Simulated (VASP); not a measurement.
# MnS in VASP: further runs

The runs below take MnS through single point, relaxation of cell and atoms, with RPBE+D4, r2SCAN.

All numbers are computed with VASP 6.6.1; they aren't measurements. Logs are shortened: lines on timing, memory, paths and dates and some standing lists are left out, and cuts for length are marked.

## (1) The cell of the first run

Symmetry: P6_3mc, No. 186, hexagonal system. Conventional cell: a = 3.251 Å, b = 3.251 Å, c = 6.262 Å, α = 90.00°, β = 90.00°, γ = 120.00°. Mn (site symmetry 3m) has 4 S at 2.11 to 2.16 Å within 2.8 Å. S (site symmetry 3m) has 4 Mn at 2.11 to 2.16 Å within 2.8 Å.

## (2) Single point, RPBE+D4

Contents of INCAR:

```
SYSTEM = MnS
PREC = Accurate ; ENCUT = 520
EDIFF = 1E-6 ; ISMEAR = -1
SIGMA = 0.1 ; LREAL = .FALSE.
LASPH = .TRUE. ; NELM = 60
ALGO = Normal ; ISIF = 2
LWAVE = .FALSE. ; LCHARG = .TRUE.
GGA = RP ; IVDW = 13
LELF = .TRUE. ; LVHAR = .TRUE.
NBANDS = 27
```

Contents of KPOINTS:

```
Automatic mesh
0
G
  5 5 3
  0 0 0
```

Contents of POSCAR:

```
MnS
1.0
    3.2507342063     -0.0000002354      0.0000000000
   -1.6253668993      2.8152185213      0.0000000000
    0.0000000000      0.0000000000      6.2615366455
Mn S
2 2
Direct
    0.3333333333      0.6666666667      0.0153286116
    0.6666666667      0.3333333333      0.5153286116
    0.3333333333      0.6666666667      0.3596713884
    0.6666666667      0.3333333333      0.8596713884
```

Potentials or basis: VASP PAW PBE potentials, release 64 (Mn_pv, S).

Run with:

```
cat potpaw_PBE.64/Mn_pv/POTCAR potpaw_PBE.64/S/POTCAR > POTCAR
mpirun -np 1 vasp_std > vasp.out
```

OUTCAR:

```text
SYSTEM = MnS
   PREC = Accurate
   ENCUT = 520
   EDIFF = 1E-6
   ISMEAR = -1
   LREAL = .FALSE.
   LASPH = .TRUE.
   NELM = 60
   ISIF = 2
   GGA = RP
   IVDW = 13

 ion  position               nearest neighbor table
   1  0.333  0.667  0.015-   4 2.11   4 2.11   4 2.11   3 2.16
   2  0.667  0.333  0.515-   3 2.11   3 2.11   3 2.11   4 2.16
   3  0.333  0.667  0.360-   2 2.11   2 2.11   2 2.11   1 2.16
   4  0.667  0.333  0.860-   1 2.11   1 2.11   1 2.11   2 2.16

  LATTYP: Found a hexagonal cell.
 ALAT       =     3.2507342063
 C/A-ratio  =     1.9261915149

  Lattice vectors:

 A1 = (   3.2507342063,  -0.0000002354,   0.0000000000)
 A2 = (  -1.6253668993,   2.8152185213,   0.0000000000)
 A3 = (   0.0000000000,   0.0000000000,   6.2615366455)

Analysis of symmetry for initial positions (statically):
=====================================================================
 Subroutine PRICEL returns:
 Original cell was already a primitive cell.

 Routine SETGRP: Setting up the symmetry group for a
 hexagonal supercell.

 Subroutine GETGRP returns: Found 12 space group operations
 (whereof  6 operations were pure point group operations)
 out of a pool of 24 trial point group operations.

The static configuration has the point symmetry C_3v.
 The point group associated with its full space group is C_6v.

Analysis of symmetry for dynamics (positions and initial velocities):
=====================================================================
 Subroutine PRICEL returns:
 Original cell was already a primitive cell.

 Routine SETGRP: Setting up the symmetry group for a
 hexagonal supercell.

 Subroutine GETGRP returns: Found 12 space group operations
 (whereof  6 operations were pure point group operations)
 out of a pool of 24 trial point group operations.

The dynamic configuration has the point symmetry C_3v.
 The point group associated with its full space group is C_6v.

 Subroutine INISYM returns: Found 12 space group operations
 (whereof  6 operations are pure point group operations),
 and found     1 'primitive' translations

----------------------------------------------------------------------------------------

                                     Primitive cell

  volume of cell :      57.3026

  direct lattice vectors                    reciprocal lattice vectors
     3.250734206 -0.000000235  0.000000000     0.307622826  0.177606091  0.000000000
[... 74 lines left out ...]
   NELM   =     60;   NELMIN=  2; NELMDL= -5     # of ELM steps
   EDIFF  = 0.1E-05   stopping-criterion for ELM
   LREAL  =      F    real-space projection
   EDIFFG = 0.1E-04   stopping-criterion for IOM
   NSW    =      0    number of steps for IOM
   IBRION =     -1    ionic relax: 0-MD 1-quasi-New 2-CG
   NFREE  =      0    steps in history (QN), initial steepest desc. (CG)
   ISIF   =      2    stress and relaxation
   ISYM   =      2    0-nonsym 1-usesym 2-fastsym
   POTIM  = 0.5000    time-step for ionic-motion
   TEBEG  =    0.0;   TEEND  =   0.0 temperature during run
   PSTRESS=    0.0 pullay stress
   NELECT =      38.0000    total number of electrons
   NUPDOWN=      -1.0000    fix difference up-down
   EMIN   =  10.00;   EMAX   =-10.00  energy-range for DOS
   EFERMI =   0.00;   METHOD = LEGACY
   ISMEAR =    -1;   SIGMA  =   0.10  broadening in eV -4-tet -1-fermi 0-gaus
   EFERMI_NEDOS =   21; number of points for ismear=-14 and -15
   IALGO  =     38    algorithm
   IMIX   =      4    mixing-type and parameters
     AMIX     =   0.40;   BMIX     =  1.00
     AMIX_MAG =   1.60;   BMIX_MAG =  1.00
  volume/ion in A,a.u.               =      14.33        96.67
  Fermi-wavevector in a.u.,A,eV,Ry     =   1.427615  2.697802 27.729837  2.038086
  Thomas-Fermi vector in A             =   2.547766
   LORBIT       =      0    0 simple, 1 ext, 2 COOP (PROOUT), +10 PAW based schemes
   GGA     = RP    functional components
   LHFCALC =     F    Hartree Fock is set to
   AEXX    =    0.0000 exact exchange contribution
   IVDW    =    13    specifies the selected vdW correction
   LEPSILON=     F    determine dielectric tensor
   LRPA    =     F    only Hartree local field effects (RPA)
 non-spin polarized calculation
  energy-cutoff  :      520.00
  volume of cell :       57.30
 maximum number of plane-waves:      1562
   NGX = 13   NGY = 13   NGZ = 23

 number of electron      38.0000047 magnetization

 Free energy of the ion-electron system (eV)
  ---------------------------------------------------
  ext. energy  EPLUGINS =         0.00000000
  ---------------------------------------------------
  free energy    TOTEN  =       -25.18038371 eV

  energy without entropy =      -25.05577713  energy(sigma->0) =      -25.11808042

 E-fermi :   8.3241     XC(G=0): -11.4533

 val. band max:        8.2829929011   @ k =   0.4000   0.2000   0.3333
 cond. band min:       8.4104919180   @ k =   0.4000   0.0000   0.3333
 fundamental gap:      0.1274990169
 Fermi energy:         8.3240541758

 k-point     1 :       0.0000    0.0000    0.0000
  band No.  band energies     occupation
      1     -39.7351      2.00000
      2     -39.7157      2.00000
      3     -39.5377      2.00000
      4     -39.5377      2.00000
      5     -39.5359      2.00000
      6     -39.5359      2.00000
[... 289 lines left out ...]
     26      15.1527      0.00000
     27      15.3181      0.00000

------------------------ aborting loop because EDIFF is reached ----------------------------------------

  DFT-D4 for vdW energy calculation

  Edisp (eV):   -4.04678

  FORCE on cell =-STRESS in cart. coord.  units (eV):
  Direction    XX          YY          ZZ          XY          YZ          ZX
  --------------------------------------------------------------------------------------
  -------------------------------------------------------------------------------------
  Total      -0.08213    -0.08213    -0.08237     0.00000     0.00000     0.00000
  in kB      -2.29635    -2.29635    -2.30304     0.00000     0.00000     0.00000
  external pressure =       -2.30 kB  Pullay stress =        0.00 kB

 VOLUME and BASIS-vectors are now :
 -----------------------------------------------------------------------------
  energy-cutoff  :      520.00
  volume of cell :       57.30
      direct lattice vectors                 reciprocal lattice vectors
     3.250734206 -0.000000235  0.000000000     0.307622826  0.177606091  0.000000000
    -1.625366899  2.815218521  0.000000000     0.000000026  0.355212227  0.000000000
     0.000000000  0.000000000  6.261536645     0.000000000  0.000000000  0.159705206

 POSITION                                       TOTAL-FORCE (eV/Angst)
 -----------------------------------------------------------------------------------
      0.00000      1.87681      0.09598         0.000000      0.000000      0.001139
      1.62537      0.93841      3.22675        -0.000000     -0.000000      0.001139
      0.00000      1.87681      2.25210        -0.000000     -0.000000     -0.001139
      1.62537      0.93841      5.38286        -0.000000     -0.000000     -0.001139
 -----------------------------------------------------------------------------------
    total drift:                               -0.000000     -0.000000     -0.000028

  FREE ENERGIE OF THE ION-ELECTRON SYSTEM (eV)
  ---------------------------------------------------
  free  energy   TOTEN  =       -29.2271587769 eV

  energy  without entropy=      -29.1025522024  energy(sigma->0) =      -29.16485549
```

stdout:

```text
POSCAR found type information on POSCAR MnS
 POSCAR found :  2 types and       4 ions
 scaLAPACK will be used
 -----------------------------------------------------------------------------
|                                                                             |
|                                                                             |
|     You enforced a specific xc type in the INCAR file but a different       |
|     I HOPE YOU KNOW WHAT YOU ARE DOING!                                     |
|                                                                             |
 -----------------------------------------------------------------------------

 LDA part: xc-table for (Slater+PW92), standard interpolation
 POSCAR, INCAR and KPOINTS ok, starting setup
 FFT: planning ... GRIDC
 FFT: planning ... GRID_SOFT
 FFT: planning ... GRID
 WAVECAR not read
 entering main loop
```

Wall time 23 s (1 thread of Oxide Virtual Turin-like, shared host); peak memory 0.13 GiB.

Results:

- Free energy: -29.2272 eV
- Pressure: -0.2 GPa
- Band gap on the k mesh: 0.13 eV (least direct gap 0.16 eV)
- Dispersion energy per atom: -1.012 eV

Caveat: the k points lie up to 0.45 Å⁻¹ apart; the dispersion term is far too large for a dense solid, which distorts pressure and volume; the PAW data sets were made with another functional, which shifts forces and pressure a little. A k mesh can miss the band edges.

## (3) Single point, r2SCAN

This run uses another cell than the first one, of 15.15 Å³/atom.

Contents of POSCAR:

```
MnS
1.0
    3.3774202082     -0.0000002446      0.0000000000
   -1.6887098923      2.9249318218      0.0000000000
    0.0000000000      0.0000000000      6.1362476850
Mn S
2 2
Direct
    0.3333333333      0.6666666667      0.0099215281
    0.6666666667      0.3333333333      0.5099215281
    0.3333333333      0.6666666667      0.3650784719
    0.6666666667      0.3333333333      0.8650784719
```

Contents of INCAR.step1:

```
SYSTEM = MnS
ALGO = Normal
EDIFF = 1E-4
ENCUT = 520
GGA = PE
ISMEAR = -1
LASPH = .TRUE.
LCHARG = .FALSE.
LREAL = .FALSE.
LWAVE = .TRUE.
NBANDS = 27
NELM = 100
PREC = Accurate
SIGMA = 0.1
```

Contents of INCAR.step2:

```
SYSTEM = MnS
ALGO = Normal
EDIFF = 1E-7
ENCUT = 520
ISIF = 2
ISMEAR = -1
ISTART = 1
LASPH = .TRUE.
LCHARG = .TRUE.
LELF = .TRUE.
LMIXTAU = .TRUE.
LREAL = .FALSE.
LVHAR = .TRUE.
LWAVE = .FALSE.
METAGGA = R2SCAN
NBANDS = 27
NELM = 100
PREC = Accurate
SIGMA = 0.1
```

Contents of KPOINTS:

```
k-points
0
G
  5 5 3
  0 0 0
```

Potentials or basis: VASP PAW PBE potentials, release 64 (Mn_pv, S).

Run with:

```
cat potpaw_PBE.64/Mn_pv/POTCAR potpaw_PBE.64/S/POTCAR > POTCAR
cp INCAR.step1 INCAR
mpirun -np 1 vasp_std > vasp.out
cp INCAR.step2 INCAR
mpirun -np 1 vasp_std > vasp.out
```

Run time: 88 s. Hardware: 1 thread of Oxide Virtual Turin-like, shared host; peak memory 0.16 GiB.

The run converged. Its results:

- Free energy: -46.0986 eV
- Pressure: 0.0 GPa
- Largest force: 0.010 eV/Å
- Band gap on the k mesh: 0.03 eV (least direct gap 0.17 eV)

Forces on the atoms (eV/Å):
```
Mn   0.000  0.000  0.010
Mn   0.000  0.000  0.010
S    0.000  0.000 -0.010
S    0.000  0.000 -0.010
```

Levels at points of the mesh, in eV from the valence-band top:
| k point | band 16 | band 17 | band 18 | band 19 | band 20 | band 21 | band 22 | band 23 |
| --- | --- | --- | --- | --- | --- | --- | --- | --- |
| (0.00, 0.00, 0.00) | -1.27 | -0.73 | -0.73 | -0.67 | 2.02 | 2.02 | 3.21 | 3.76 |

Caveat: the k points lie up to 0.43 Å⁻¹ apart; the smearing spreads over this small gap; the PAW data sets were made with another functional, which shifts forces and pressure a little. Spin polarisation is off, so any magnetic state and its effect on volume and gap are missing.

## (4) Single point, r2SCAN

This run uses another cell than the first one, of 15.15 Å³/atom.

Contents of POSCAR:

```
MnS
1.0
    3.3762655068      0.0000052202      0.0000195744
   -1.6881278091      2.9239721686     -0.0000524262
    0.0000315757     -0.0000794220      6.1386514717
Mn S
2 2
Direct
    0.3336879422      0.6675004881      0.0105395953
    0.6671828636      0.3345286626      0.5105461559
    0.3338539545      0.6678677807      0.3654830296
    0.6670139325      0.3341423299      0.8654909264
```

Contents of INCAR.step1:

```
SYSTEM = MnS
PREC = Accurate ; ENCUT = 520
ISMEAR = -1 ; SIGMA = 0.1
LREAL = .False. ; LASPH = .True.
NELM = 60 ; ISYM = 0
NBANDS = 27 ; GGA = PE
ALGO = Normal ; EDIFF = 1E-4
LWAVE = .True. ; LCHARG = .False.
```

Contents of INCAR.step2:

```
SYSTEM = MnS
PREC = Accurate ; ENCUT = 520
EDIFF = 1E-6 ; ISMEAR = -1
SIGMA = 0.1 ; LREAL = .False.
LASPH = .True. ; NELM = 60
ALGO = Normal ; ISIF = 2
LWAVE = .False. ; LCHARG = .True.
METAGGA = R2SCAN ; LMIXTAU = .True.
LELF = .True. ; LVHAR = .True.
ISYM = 0 ; NBANDS = 27
ISTART = 1
```

Contents of KPOINTS:

```
regular mesh
0
Gamma
  5 5 3
  0 0 0
```

Run with:

```
cat potpaw_PBE.64/Mn_pv/POTCAR potpaw_PBE.64/S/POTCAR > POTCAR
cp INCAR.step1 INCAR
mpirun -np 1 vasp_std > vasp.out
cp INCAR.step2 INCAR
mpirun -np 1 vasp_std > vasp.out
```

It took 5.8 min on 1 thread of Oxide Virtual Turin-like, shared host; peak memory 0.19 GiB.

The run converged. Its results:

```
Free energy            : -46.0985 eV
Pressure               : 0.0 GPa
Band gap on the k mesh : 0.04 eV (least direct gap 0.17 eV)
```

Levels at points of the mesh, in eV from the valence-band top:
```
           k point  band 16  band 17  band 18  band 19  band 20  band 21  band 22  band 23
(0.00, 0.00, 0.00)    -1.26    -0.73    -0.72    -0.67     2.02     2.02     3.21     3.76
```

Caveat: the k points lie up to 0.43 Å⁻¹ apart; the smearing spreads over this small gap; the PAW data sets were made with another functional, which shifts forces and pressure a little. Spin polarisation is off, so any magnetic state and its effect on volume and gap are missing.

## (5) Relaxation of cell and atoms, RPBE+D4

This run uses another cell than the first one, of 22.13 Å³/atom.

Contents of INCAR:

```
SYSTEM = MnS
PREC = Accurate
ENCUT = 600
EDIFF = 1E-6
ISMEAR = -1
SIGMA = 0.1
LREAL = .False.
LASPH = .True.
NELM = 100
ALGO = Normal
ISIF = 3
LWAVE = .False.
LCHARG = .False.
GGA = RP
IVDW = 13
IBRION = 2
NSW = 60
EDIFFG = -0.01
```

Contents of KPOINTS:

```
Automatic mesh
0
Gamma
  5 5 3
  0 0 0
```

Contents of POSCAR:

```
MnS
1.0
    3.9865930000      0.0000000000      0.0000000000
   -1.9932960000      3.4524930000      0.0000000000
    0.0000000000      0.0000000000      6.4308250000
Mn S
2 2
Direct
    0.3333000000      0.6667000000      0.0000000000
    0.6666000000      0.3333000000      0.5000000000
    0.3333000000      0.6667000000      0.3750000000
    0.6666000000      0.3333000000      0.8750000000
```

Run with:

```
cat potpaw_PBE.64/Mn_pv/POTCAR potpaw_PBE.64/S/POTCAR > POTCAR
mpirun -np 1 vasp_std > vasp.out
```

Wall time 12 min (1 thread of Oxide Virtual Turin-like, shared host); peak memory 0.22 GiB.

It converged, with:

- Free energy: -29.2355 eV
- Relaxed volume: 14.31 Å³/atom
- Relaxed cell: a = 3.247 Å, b = 3.247 Å, c = 6.269 Å, α = 90.00°, β = 90.00°, γ = 120.00°
- Space group after relaxing (to 0.1 Å): P6_3mc (No. 186)
- Energy gained by relaxing: 822.3 meV/atom
- Ionic steps: 20
- Pressure after relaxing: 0.0 GPa
- Band gap on the k mesh: 0.12 eV (least direct gap 0.16 eV)
- Dispersion energy per atom: -1.013 eV

Stress tensor (GPa, compression positive):
```
 0.01  0.00  0.00
 0.00  0.01  0.00
 0.00  0.00 -0.09
```

The path:
```
step  energy change (eV)  largest force (eV/Å)  pressure (GPa)  volume (Å³)
   1              0.0000                0.0186          -22.54        88.51
   2             -2.8833                0.0281           14.86        54.32
   3             -3.0844                0.0646           -0.19        59.12
   4             -3.0831                0.0620            1.11        58.61
   5             -3.0929                0.5421            1.49        58.48
   6             -3.0945                0.3789            1.33        58.52
   7             -3.1139                0.3702           -0.10        59.05
   8             -3.1510                0.2789           -4.51        60.61
   9             -3.1524                0.1753           -5.99        61.18
  10             -3.1565                0.1508           -6.23        61.21
  11             -3.1665                0.0607           -6.72        61.28
  12             -3.1742                0.1750           -7.80        61.41
  13             -3.1960                0.1748           -7.13        60.98
  14             -3.2479                0.1703           -5.00        59.68
  15             -3.2882                0.1168            0.12        57.11
  16             -3.2883                0.1211           -0.10        57.21
  17             -3.2888                0.0677           -0.10        57.21
  18             -3.2890                0.0290           -0.07        57.22
  19             -3.2890                0.0481           -0.04        57.23
  20             -3.2891                0.0019           -0.02        57.22
```

Final structure:
```yaml
crystal:
  lattice:
    - [3.24655, 0.00000, 0.00000]
    - [-1.62327, 2.81175, 0.00000]
    - [0.00000, 0.00000, 6.26872]
  atoms:
    - { symbol: Mn, position: [0.33329, 0.66668, 0.01552] }
    - { symbol: Mn, position: [0.66661, 0.33332, 0.51552] }
    - { symbol: S, position: [0.33329, 0.66668, 0.35948] }
    - { symbol: S, position: [0.66661, 0.33332, 0.85948] }
```

Levels at points of the mesh, in eV from the valence-band top:
```csv
k point,band 15,band 16,band 17,band 18,band 19,band 20,band 21,band 22,band 23
"(0.00, 0.00, 0.00)",-1.11,-1.11,-1.07,-0.68,-0.68,1.97,1.97,2.44,3.67
```

Caveat: the volume moved by over 15 % at a fixed basis, so the end points are rough; the dispersion term is far too large for a dense solid, which distorts pressure and volume; the PAW data sets were made with another functional, which shifts forces and pressure a little.

[end of part 1 of 2]

The gap in the log of VASP goes by the Fermi energy; the results here count the filled bands.